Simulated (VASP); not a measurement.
Wanted: the native input for a VASP 6.6.1 run.

* Task: single point
* Functional: PBEsol
* Potentials or basis: VASP PAW PBE potentials, release 64 (Na_pv)
* Cutoff: 500 eV
* k mesh: 15 × 15 × 8
* Occupations: fermi-dirac, width 0.1 eV
* Spin: no spin polarisation
* Dipole correction: no
* Further INCAR settings: ALGO = Normal; EDIFF = 1e-06; NBANDS = 14

The structure of Na lies in POSCAR:

```
Na
1.0
    2.9646875739      0.0000000000      0.0000000000
   -1.4823437869      2.5674947533      0.0000000000
    0.0000000000      0.0000000000      4.8339418766
Na
2
Direct
    0.3333333333      0.6666666667      0.2500000000
    0.6666666667      0.3333333333      0.7500000000
```

This isn't the form of Na at room conditions, which is bcc.

The input as run:

INCAR

```
SYSTEM = Na
PREC = Accurate
ENCUT = 500
EDIFF = 1E-6
ISMEAR = -1
SIGMA = 0.1
LREAL = .FALSE.
LASPH = .TRUE.
NELM = 120
ALGO = Normal
ISIF = 2
LWAVE = .FALSE.
LCHARG = .TRUE.
GGA = PS
LELF = .TRUE.
LVHAR = .TRUE.
NBANDS = 14
GGA_COMPAT = .FALSE.
```

KPOINTS

```
regular mesh
0
G
  15 15 8
  0 0 0
```

Potentials or basis: VASP PAW PBE potentials, release 64 (Na_pv).

Launch:

```sh
$ cat potpaw_PBE.64/Na_pv/POTCAR > POTCAR
$ mpirun -np 1 vasp_std > vasp.out
```

It gave:

```
Pressure               : 19.1 GPa
Band gap on the k mesh : zero (bands 7 and 8 overlap by 6.31 eV)
```

Caveat: the cell stands under pressure; the PAW data sets were made with another functional, which shifts forces and pressure a little.

It took 66 s on 1 thread of Intel Xeon 8259CL (shared host), peak memory 0.18 GiB.
